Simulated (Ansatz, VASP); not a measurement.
# One calculation of W, two programs

```
CELL_PARAMETERS angstrom
0.00000 1.98642 1.98642
1.98642 0.00000 1.98642
1.98642 1.98642 0.00000
ATOMIC_POSITIONS crystal
W 0.00000 0.00000 0.00000
```

Alike in both runs: task relaxation of cell and atoms; functional LDA; k mesh 18 × 18 × 18; occupations fermi-dirac, width 0.05 eV; no spin polarisation.

|  | VASP | Ansatz |
| --- | --- | --- |
| version | VASP 6.6.1 | Ansatz 0.2.0 |
| potentials or method | VASP PAW LDA potentials, release 64 (W_sv), cutoff 600 eV | all-electron LAPW, non-relativistic |

Ansatz gave:

| Quantity | Value |
| --- | --- |
| relaxed volume (Å³/atom) | 16.43 |
| relaxed cell length with the largest relative difference (Å) | 2.854 |

Task: Estimate VASP's values.

Result: Relaxed volume (Å³/atom): 15.77; relaxed cell length with the largest relative difference (Å): 2.815.

LDA's correlation is that of Perdew and Zunger in VASP and of Perdew and Wang (1992) in Ansatz. Ansatz ran all-electron here, and VASP with PAW potentials.

Spin-orbit coupling is off throughout.
